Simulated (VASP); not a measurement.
# CdTe (I-4m2) in VASP: further runs, part 2 of 2

VASP 6.6.1.

### Step 4. Single point, LDA (in-plane strain -0.005)

The input, INCAR:

```
  PREC = Accurate
  ENCUT = 520
  EDIFF = 1E-7
  ISMEAR = 0
  SIGMA = 0.01
  LREAL = False
  LASPH = True
  NELM = 80
  ALGO = Normal
  ISIF = 2
  LWAVE = False
  LCHARG = False
  GGA = CA
  NBANDS = 16
```

The input, KPOINTS:

```
regular mesh
0
Gamma
  6 6 6
```

The input, POSCAR:

```
CdTe
1.0
    3.1889750000      3.1889750000      0.0000000000
   -3.1889750000      3.1889750000      0.0000000000
    0.0000000000      3.1889750000      3.2146150000
Cd Te
1 1
Direct
    0.0000000000      0.0000000000      0.0000000000
    0.7500000000      0.2500000000      0.5000000000
```

Potentials or basis: VASP PAW LDA potentials, release 64 (Cd, Te).

The run is started by

```
cat potpaw_LDA.64/Cd/POTCAR potpaw_LDA.64/Te/POTCAR > POTCAR
mpirun -np 1 vasp_std > vasp.out
```

OUTCAR:

```text
PREC = Accurate
   ENCUT = 520
   EDIFF = 1E-7
   ISMEAR = 0
   LREAL = False
   LASPH = True
   NELM = 80
   ISIF = 2
   GGA = CA

 ion  position               nearest neighbor table
   1  0.000  0.000  0.000-   2 2.77   2 2.77   2 2.77   2 2.77
   2  0.750  0.250  0.500-   1 2.77   1 2.77   1 2.77   1 2.77

  LATTYP: Found a body centered tetragonal cell.
 ALAT       =     4.5098916951
 C/A-ratio  =     1.4255841237

  Lattice vectors:

 A1 = (   3.1889750000,   0.0000000000,  -3.2146150000)
 A2 = (  -3.1889750000,   0.0000000000,  -3.2146150000)
 A3 = (   0.0000000000,   3.1889750000,   3.2146150000)

Analysis of symmetry for initial positions (statically):
=====================================================================
 Subroutine PRICEL returns:
 Original cell was already a primitive cell.

 Routine SETGRP: Setting up the symmetry group for a
 body centered tetragonal supercell.

 Subroutine GETGRP returns: Found  8 space group operations
 (whereof  8 operations were pure point group operations)
 out of a pool of 16 trial point group operations.

The static configuration has the point symmetry D_2d.

Analysis of symmetry for dynamics (positions and initial velocities):
=====================================================================
 Subroutine PRICEL returns:
 Original cell was already a primitive cell.

 Routine SETGRP: Setting up the symmetry group for a
 body centered tetragonal supercell.

 Subroutine GETGRP returns: Found  8 space group operations
 (whereof  8 operations were pure point group operations)
 out of a pool of 16 trial point group operations.

The dynamic configuration has the point symmetry D_2d.

 Subroutine INISYM returns: Found  8 space group operations
 (whereof  8 operations are pure point group operations),
 and found     1 'primitive' translations

----------------------------------------------------------------------------------------

                                     Primitive cell

  volume of cell :      65.3825

  direct lattice vectors                    reciprocal lattice vectors
     3.188975000  3.188975000  0.000000000     0.156790191  0.156790191 -0.155539621
    -3.188975000  3.188975000  0.000000000    -0.156790191  0.156790191 -0.155539621
     0.000000000  3.188975000  3.214615000     0.000000000  0.000000000  0.311079243

  length of vectors
     4.509891695  4.509891695  4.528058210     0.270848485  0.270848485  0.311079243

  position of ions in fractional coordinates (direct lattice)
     0.000000000  0.000000000  0.000000000
     0.750000000  0.250000000  0.500000000

  ion indices of the primitive-cell ions
   primitive index   ion index
                 1           1
                 2           2

----------------------------------------------------------------------------------------

 KPOINTS: regular mesh

Automatic generation of k-mesh.
 Grid dimensions read from file:
 generate k-points for:    6    6    6

 Generating k-lattice:

  Cartesian coordinates                     Fractional coordinates (reciprocal lattice)
     0.026131699  0.026131699 -0.025923270     0.166666667  0.000000000  0.000000000
    -0.026131699  0.026131699 -0.025923270     0.000000000  0.166666667  0.000000000
     0.000000000  0.000000000  0.051846540     0.000000000  0.000000000  0.166666667

  Length of vectors
     0.045141414  0.045141414  0.051846540

  Shift w.r.t. Gamma in fractional coordinates (k-lattice)
     0.000000000  0.000000000  0.000000000

 Subroutine IBZKPT returns following result:
 ===========================================

 Found     30 irreducible k-points:

 Following reciprocal coordinates:
            Coordinates               Weight
  0.000000  0.000000  0.000000      1.000000
  0.166667  0.000000 -0.000000      8.000000
  0.333333  0.000000  0.000000      8.000000
  0.500000  0.000000 -0.000000      4.000000
  0.166667  0.166667 -0.000000      8.000000
  0.333333  0.166667  0.000000     16.000000
[... 16 lines left out ...]
 -0.333333 -0.333333  0.166667      4.000000
 -0.166667 -0.333333  0.166667     16.000000
 [... further k-points ...]
   k-points           NKPTS =     30   k-points in BZ     NKDIM =     30   number of bands    NBANDS=     16
   number of dos      NEDOS =    301   number of ions     NIONS =      2
   total plane-waves  NPLWV =  46656
   dimension x,y,z NGX =    36 NGY =   36 NGZ =   36
   dimension x,y,z NGXF=    72 NGYF=   72 NGZF=   72
   ions per type =               1   1
   NGX,Y,Z   is equivalent  to a cutoff of  13.27, 13.27, 13.22 a.u.
   NGXF,Y,Z  is equivalent  to a cutoff of  26.54, 26.54, 26.43 a.u.
 SYSTEM =  unknown system
   PREC   = accura    normal or accurate (medium, high low for compatibility)
   ISTART =      0    job   : 0-new  1-cont  2-samecut
   ICHARG =      2    charge: 1-file 2-atom 10-const
   ISPIN  =      1    spin polarized calculation?
   LNONCOLLINEAR =      F non collinear calculations
   LSORBIT =      F    spin-orbit coupling
   LASPH  =      T    aspherical Exc in radial PAW
   ENCUT  =  520.0 eV  38.22 Ry    6.18 a.u.   8.39  8.39  8.42*2*pi/ulx,y,z
   NELM   =     80;   NELMIN=  2; NELMDL= -5     # of ELM steps
   EDIFF  = 0.1E-06   stopping-criterion for ELM
   LREAL  =      F    real-space projection
   EDIFFG = 0.1E-05   stopping-criterion for IOM
   NSW    =      0    number of steps for IOM
   IBRION =     -1    ionic relax: 0-MD 1-quasi-New 2-CG
   NFREE  =      0    steps in history (QN), initial steepest desc. (CG)
   ISIF   =      2    stress and relaxation
   ISYM   =      2    0-nonsym 1-usesym 2-fastsym
   POTIM  = 0.5000    time-step for ionic-motion
   TEBEG  =    0.0;   TEEND  =   0.0 temperature during run
   PSTRESS=    0.0 pullay stress
   NELECT =      18.0000    total number of electrons
   NUPDOWN=      -1.0000    fix difference up-down
   EMIN   =  10.00;   EMAX   =-10.00  energy-range for DOS
   EFERMI =   0.00;   METHOD = LEGACY
   ISMEAR =     0;   SIGMA  =   0.01  broadening in eV -4-tet -1-fermi 0-gaus
   EFERMI_NEDOS =   21; number of points for ismear=-14 and -15
   IALGO  =     38    algorithm
   IMIX   =      4    mixing-type and parameters
     AMIX     =   0.40;   BMIX     =  1.00
     AMIX_MAG =   1.60;   BMIX_MAG =  1.00
  volume/ion in A,a.u.               =      32.69       220.61
  Fermi-wavevector in a.u.,A,eV,Ry     =   1.064989  2.012538 15.431760  1.134202
  Thomas-Fermi vector in A             =   2.200526
   LORBIT       =      0    0 simple, 1 ext, 2 COOP (PROOUT), +10 PAW based schemes
   GGA     = CA    functional components
   LHFCALC =     F    Hartree Fock is set to
   AEXX    =    0.0000 exact exchange contribution
   IVDW    =     0    specifies the selected vdW correction
   LEPSILON=     F    determine dielectric tensor
   LRPA    =     F    only Hartree local field effects (RPA)
 non-spin polarized calculation
 Gauss-broadening in eV      SIGMA  =   0.01
  energy-cutoff  :      520.00
  volume of cell :       65.38
 maximum number of plane-waves:      1807
 NGX is ok and might be reduce to    36
   NGX = 17   NGY = 17   NGZ = 17

 number of electron      17.9999997 magnetization

 Free energy of the ion-electron system (eV)
  ---------------------------------------------------
  ext. energy  EPLUGINS =         0.00000000
  ---------------------------------------------------
  free energy    TOTEN  =        -6.04286523 eV

  energy without entropy =       -6.04286523  energy(sigma->0) =       -6.04286523

 E-fermi :   2.6533     XC(G=0):  -9.1193

 val. band max:        2.5475291080   @ k =   0.0000   0.0000   0.0000
 cond. band min:       3.2104640895   @ k =   0.0000   0.0000   0.0000
 fundamental gap:      0.6629349815
 Fermi energy:         2.6532841559

 k-point     1 :       0.0000    0.0000    0.0000
  band No.  band energies     occupation
      1      -8.9396      2.00000
      2      -5.9075      2.00000
      3      -5.9056      2.00000
      4      -5.9056      2.00000
      5      -5.6126      2.00000
      6      -5.6106      2.00000
[... 8 lines left out ...]
     15      11.8821      0.00000
     16      11.9988      0.00000
[... 419 lines left out ...]
 k-point    24 :      -0.1667   -0.3333    0.1667
  band No.  band energies     occupation
      1      -8.3964      2.00000
      2      -5.7905      2.00000
      3      -5.7738      2.00000
      4      -5.6408      2.00000
      5      -5.6095      2.00000
      6      -5.0634      2.00000
[... 8 lines left out ...]
     15      12.9966      0.00000
     16      13.7675      0.00000

 [... further k-points ...]
[... 5 lines left out ...]
  --------------------------------------------------------------------------------------
  -------------------------------------------------------------------------------------
  Total        0.2620040      0.2620040      0.2022907      0.0000000      0.0000000      0.0000000
  in kB        6.4203300      6.4203300      4.9570723      0.0000000      0.0000000      0.0000000
  external PRESSURE =       5.9325774 kB  Pullay stress =       0.0000000 kB

 VOLUME and BASIS-vectors are now :
 -----------------------------------------------------------------------------
  energy-cutoff  :      520.00
  volume of cell :       65.38
      direct lattice vectors                 reciprocal lattice vectors
     3.188975000  3.188975000  0.000000000     0.156790191  0.156790191 -0.155539621
    -3.188975000  3.188975000  0.000000000    -0.156790191  0.156790191 -0.155539621
     0.000000000  3.188975000  3.214615000     0.000000000  0.000000000  0.311079243

 POSITION                                       TOTAL-FORCE (eV/Angst)
 -----------------------------------------------------------------------------------
      0.00000      0.00000      0.00000         0.000000     -0.000000      0.000000
      1.59449      4.78346      1.60731        -0.000000      0.000000      0.000000
 -----------------------------------------------------------------------------------
    total drift:                                0.000000      0.000000      0.000000

  FREE ENERGIE OF THE ION-ELECTRON SYSTEM (eV)
  ---------------------------------------------------
  free  energy   TOTEN  =        -6.0428652340 eV

  energy  without entropy=       -6.0428652340  energy(sigma->0) =       -6.04286523
```

OSZICAR:

```text
N       E                     dE             d eps       ncg     rms          rms(c)
DAV:   1     0.103539726595E+03    0.10354E+03   -0.83205E+03   976   0.979E+02
DAV:   2    -0.254558877516E+01   -0.10609E+03   -0.10134E+03  1184   0.242E+02
DAV:   3    -0.625345364513E+01   -0.37079E+01   -0.37025E+01  1160   0.465E+01
DAV:   4    -0.628742598991E+01   -0.33972E-01   -0.33971E-01  1496   0.402E+00
DAV:   5    -0.628749388998E+01   -0.67900E-04   -0.67900E-04  1232   0.175E-01    0.612E+00
DAV:   6    -0.606746398182E+01    0.22003E+00   -0.36941E-01  1160   0.786E+00    0.489E+00
DAV:   7    -0.604500278860E+01    0.22461E-01   -0.93972E-02  1184   0.209E+00    0.178E+00
DAV:   8    -0.604312576287E+01    0.18770E-02   -0.10657E-02  1128   0.123E+00    0.427E-01
DAV:   9    -0.604287181652E+01    0.25395E-03   -0.77891E-04  1248   0.314E-01    0.116E-01
DAV:  10    -0.604286290512E+01    0.89114E-05   -0.87145E-05  1168   0.812E-02    0.531E-02
DAV:  11    -0.604286613892E+01   -0.32338E-05   -0.21328E-05  1240   0.435E-02    0.296E-02
DAV:  12    -0.604286531038E+01    0.82854E-06   -0.18442E-06  1096   0.133E-02    0.151E-02
DAV:  13    -0.604286523404E+01    0.76348E-07   -0.65625E-07  1208   0.445E-03
   1 F= -.60428652E+01 E0= -.60428652E+01  d E =-.139938E-52
```

stdout:

```text
POSCAR found type information on POSCAR CdTe
 POSCAR found :  2 types and       2 ions
 scaLAPACK will be used
 LDA part: xc-table for (Slater(with rela. corr.)+CA(PZ))
 , standard interpolation
 POSCAR, INCAR and KPOINTS ok, starting setup
 FFT: planning ... GRIDC
 FFT: planning ... GRID_SOFT
 FFT: planning ... GRID
 WAVECAR not read
 entering main loop
```

Run time: 31 s. Hardware: 1 thread of Intel Xeon 6975P-C, shared host; peak memory 0.19 GiB.

Results:

| Item | Value |
| --- | --- |
| Free energy | -6.0429 eV |
| Pressure | 0.6 GPa |
| Band gap on the k mesh | 0.66 eV, direct |

Levels at points of the mesh, in eV from the valence-band top:
| k point | band 7 | band 8 | band 9 | band 10 | band 11 | band 12 |
| --- | --- | --- | --- | --- | --- | --- |
| (0.00, 0.00, 0.00) | -0.03 | 0.00 | 0.00 | 0.66 | 4.46 | 4.46 |
| (0.50, 0.00, 0.00) | -4.75 | -0.88 | -0.84 | 1.68 | 5.04 | 5.09 |
| (0.50, 0.50, 0.00) | -4.58 | -2.06 | -2.05 | 2.33 | 2.51 | 8.87 |
| (0.00, 0.00, 0.50) | -4.62 | -2.02 | -2.02 | 2.36 | 2.57 | 8.81 |

Caveat: the cell differs from its parent crystal (in-plane strain -0.005); spin-orbit coupling is left out, which moves the levels of the heavy elements.

### Step 5. Single point, LDA (film at in-plane strain -0.005)

The input, INCAR:

```
PREC = Accurate ; ENCUT = 520
EDIFF = 1E-7 ; ISMEAR = 0
SIGMA = 0.01 ; LREAL = False
LASPH = True ; NELM = 100
ALGO = Normal ; ISIF = 2
LWAVE = False ; LCHARG = False
GGA = CA ; NBANDS = 16
```

KPOINTS is that of step 4.

Changes to POSCAR since step 4:

```diff
@@ -4,3 +4,3 @@
    -3.1889750000      3.1889750000      0.0000000000
-    0.0000000000      3.1889750000      3.2146150000
+    0.0000000000      3.1889750000      3.2267521745
 Cd Te
```

The run is started by

```
cat potpaw_LDA.64/Cd/POTCAR potpaw_LDA.64/Te/POTCAR > POTCAR
mpirun -np 1 vasp_std > vasp.out
```

It took 35 s on 1 thread of Intel Xeon 6975P-C, shared host; peak memory 0.19 GiB.

The run converged. Its results:

```yaml
Free_energy: -6.0435 eV
Pressure: 0.4 GPa
Band_gap_on_the_k_mesh: 0.65 eV, direct
```

Stress tensor (GPa, compression positive):
```
0.48 0.00 0.00
0.00 0.48 0.00
0.00 0.00 0.26
```

Levels at points of the mesh, in eV from the valence-band top:
```
           k point  band 7  band 8  band 9  band 10  band 11  band 12
(0.00, 0.00, 0.00)   -0.04    0.00    0.00     0.65     4.46     4.46
(0.50, 0.00, 0.00)   -4.73   -0.89   -0.83     1.68     5.03     5.10
(0.50, 0.50, 0.00)   -4.55   -2.06   -2.04     2.33     2.49     8.85
(0.00, 0.00, 0.50)   -4.61   -2.00   -2.00     2.38     2.59     8.77
```

Caveat: the cell differs from its parent crystal (film at in-plane strain -0.005); spin-orbit coupling is left out, which moves the levels of the heavy elements.

### Step 6. Single point, LDA (in-plane strain +0.005, then relaxed in part)

The input, INCAR:

```
SYSTEM = CdTe
ALGO = Normal ; EDIFF = 1E-7
ENCUT = 520 ; GGA = CA
ISIF = 2 ; ISMEAR = 0
LASPH = .TRUE. ; LCHARG = .FALSE.
LREAL = .FALSE. ; LWAVE = .FALSE.
NBANDS = 16 ; NELM = 100
PREC = Accurate ; SIGMA = 0.01
```

The input, KPOINTS:

```
k-points
0
G
  6 6 6
  0 0 0
```

The input, POSCAR:

```
CdTe
1.0
    3.2210250000      3.2210250000      0.0000000000
   -3.2210250000      3.2210250000      0.0000000000
    0.0000000000      3.2210250000      3.1827135057
Cd Te
1 1
Direct
    0.0000000000      0.0000000000      0.0000000000
    0.7500000000      0.2500000000      0.5000000000
```

Potentials or basis: VASP PAW LDA potentials, release 64 (Cd, Te).

The run is started by

```
cat potpaw_LDA.64/Cd/POTCAR potpaw_LDA.64/Te/POTCAR > POTCAR
mpirun -np 1 vasp_std > vasp.out
```

Wall time 35 s (1 thread of Intel Xeon 6975P-C, shared host); peak memory 0.19 GiB.

It converged, with:

| Property | Result |
| --- | --- |
| Free energy | -6.0442 eV |
| Pressure | 0.1 GPa |
| Band gap on the k mesh | 0.61 eV, direct |

Stress tensor (GPa, compression positive):
```
0.04 0.00 0.00
0.00 0.04 0.00
0.00 0.00 0.26
```

Levels at points of the mesh, in eV from the valence-band top:
```csv
k point,band 5,band 6,band 7,band 8,band 9,band 10,band 11,band 12,band 13,band 14
"(0.00, 0.00, 0.00)",-8.15,-8.14,-0.04,-0.04,0.00,0.61,4.45,4.45,4.45,7.23
"(0.50, 0.00, 0.00)",-8.13,-7.77,-4.70,-0.89,-0.83,1.66,5.02,5.09,6.85,8.53
"(0.50, 0.50, 0.00)",-8.11,-7.64,-4.58,-2.01,-2.00,2.36,2.55,8.75,9.06,9.15
"(0.00, 0.00, 0.50)",-8.11,-7.61,-4.52,-2.06,-2.06,2.31,2.45,8.84,9.11,9.11
```

Caveat: the cell differs from its parent crystal (in-plane strain +0.005, then relaxed in part); spin-orbit coupling is left out, which moves the levels of the heavy elements.

### Step 7. Overview

```tsv
cell	gap on the mesh (eV)	pressure (GPa)
a = 4.487, b = 4.487, c = 4.542 Å, angles 60.4, 60.4, 90.0°, 2 atoms	0.64	0.6
a = 4.510, b = 4.510, c = 4.537 Å, angles 60.2, 60.2, 90.0°, 2 atoms	0.65	0.4
a = 4.510, b = 4.510, c = 4.528 Å, angles 60.1, 60.1, 90.0°, 2 atoms	0.66	0.6
a = 4.555, b = 4.555, c = 4.528 Å, angles 59.8, 59.8, 90.0°, 2 atoms	0.61	0.1
```

Alike in all rows: task single point; level LDA; potentials or basis VASP PAW LDA potentials, release 64 (Cd, Te); no spin polarisation; k mesh 6 × 6 × 6; cutoff (eV) 520; smearing gaussian 0.01 eV.

Caveats: spin-orbit coupling is left out, which moves the levels of the heavy elements.

Absolute energies hang on the potentials; compare differences alone.
